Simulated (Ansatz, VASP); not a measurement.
Os: VASP beside Ansatz

The input INCAR:

```
PREC = Accurate ; ENCUT = 520
EDIFF = 1E-6 ; ISMEAR = -1
SIGMA = 0.05 ; LREAL = False
LASPH = True ; NELM = 100
ALGO = Normal ; ISIF = 2
LWAVE = False ; LCHARG = False
GGA = PE ; NBANDS = 15
```

File KPOINTS:

```
regular mesh
0
Gamma
  15 15 9
```

File POSCAR:

```
Os
1.0
    2.7340999755      0.0000000000      0.0000000000
   -1.3670499878      2.3678000353      0.0000000000
    0.0000000000      0.0000000000      4.3197000000
Os
2
Direct
    0.3333333333      0.6666666667      0.2500000000
    0.6666666667      0.3333333333      0.7500000000
```

Input for Ansatz:

```yaml
crystal:
  lattice:
    - [2.7340999755, 0.0, 0.0]
    - [-1.3670499878, 2.3678000353, 0.0]
    - [0.0, 0.0, 4.3197]
  atoms:
    - { symbol: Os, position: [0.3333333333, 0.6666666667, 0.25] }
    - { symbol: Os, position: [0.6666666667, 0.3333333333, 0.75] }
kpoints:
  mp_grid: { grid: [15, 15, 9] }
scf:
  occupations: { method: fermi_dirac, width: 0.05 }
hamiltonian:
  xc: pbe
  pseudopotentials: { kind: all_electron, lapw: { basis_error: 0.0005 } }
output:
  forces: true
  stress: true
  eigenvalues: true
basis:
  ecutwfc: 260
```

Alike in both runs: task single point; functional PBE; k mesh 15 × 15 × 9; occupations fermi-dirac, width 0.05 eV; no spin polarisation.

|  | VASP | Ansatz |
| --- | --- | --- |
| version | VASP 6.6.1 | Ansatz 0.2.0 |
| potentials or method | VASP PAW PBE potentials, release 64 (Os), cutoff 520 eV | all-electron LAPW, scalar-relativistic |

VASP gave:

```
pressure (GPa)                                                : 8.7
traceless stress, the component that is largest in VASP (GPa) : 0.52
```

Task: Estimate Ansatz's values.

Result: Pressure (GPa): 8.6; traceless stress, the component that is largest in VASP (GPa): 0.60.

Ansatz ran all-electron here, and VASP with PAW potentials.

Neither program's run includes spin-orbit coupling.
